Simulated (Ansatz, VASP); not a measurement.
## Bi2Se3 in VASP and in Ansatz

The input INCAR:

```
SYSTEM = Bi2Se3
PREC = Accurate
ENCUT = 520
EDIFF = 1E-6
ISMEAR = 0
SIGMA = 0.01
LREAL = .FALSE.
LASPH = .TRUE.
NELM = 60
ALGO = Normal
ISIF = 2
LWAVE = .FALSE.
LCHARG = .FALSE.
GGA = RP
NBANDS = 32
```

KPOINTS

```
Automatic mesh
0
G
  6 6 6
  0 0 0
```

The input POSCAR:

```
Bi2Se3
1.0
    2.0715000000      1.1959810000      9.5453330000
   -2.0715000000      1.1959810000      9.5453330000
    0.0000000000     -2.3919620000      9.5453330000
Bi Se
2 3
Direct
    0.4008000000      0.4008000000      0.4008000000
    0.5992000000      0.5992000000      0.5992000000
    0.0000000000      0.0000000000      0.0000000000
    0.2117000000      0.2117000000      0.2117000000
    0.7883000000      0.7883000000      0.7883000000
```

Input for Ansatz:

```yaml
crystal:
  lattice:
    - [2.0715, 1.195981, 9.545333]
    - [-2.0715, 1.195981, 9.545333]
    - [0.0, -2.391962, 9.545333]
  atoms:
    - { symbol: Bi, position: [0.4008, 0.4008, 0.40079999999999993] }
    - { symbol: Bi, position: [0.5992, 0.5992, 0.5991999999999998] }
    - { symbol: Se, position: [0.0, 0.0, 0.0] }
    - { symbol: Se, position: [0.21169999999999997, 0.2117, 0.2117] }
    - { symbol: Se, position: [0.7882999999999999, 0.7883, 0.7883] }
kpoints:
  mp_grid:
    grid: [6, 6, 6]
hamiltonian:
  xc: rpbe
scf:
  occupations:
    method: fixed
output:
  eigenvalues: true
```

Alike in both runs: task single point; functional RPBE; k mesh 6 × 6 × 6; no spin polarisation.

|  | VASP | Ansatz |
| --- | --- | --- |
| version | VASP 6.6.1 | Ansatz 0.2.0 |
| potentials or method | VASP PAW PBE potentials, release 64 (Bi_d, Se) | plane waves, PAW |
| plane-wave cutoff (eV) | 520 | 420 |
| occupations | gaussian, width 0.01 eV | fixed |
| valence electrons in the cell | 48 | 78 |

VASP gave:

| Item | Value |
| --- | --- |
| gap on the k mesh at the Fermi level (eV) | 0.29 |

Question: What did Ansatz give for the same quantities?

Answer: gap on the k mesh at the Fermi level (eV): 0.30.

VASP's potentials were made for PBE, not for RPBE. VASP's potentials hold 48 valence electrons a cell and Ansatz's 78, so a difference there can come from the potentials and not from the codes.

Spin-orbit coupling is off throughout.
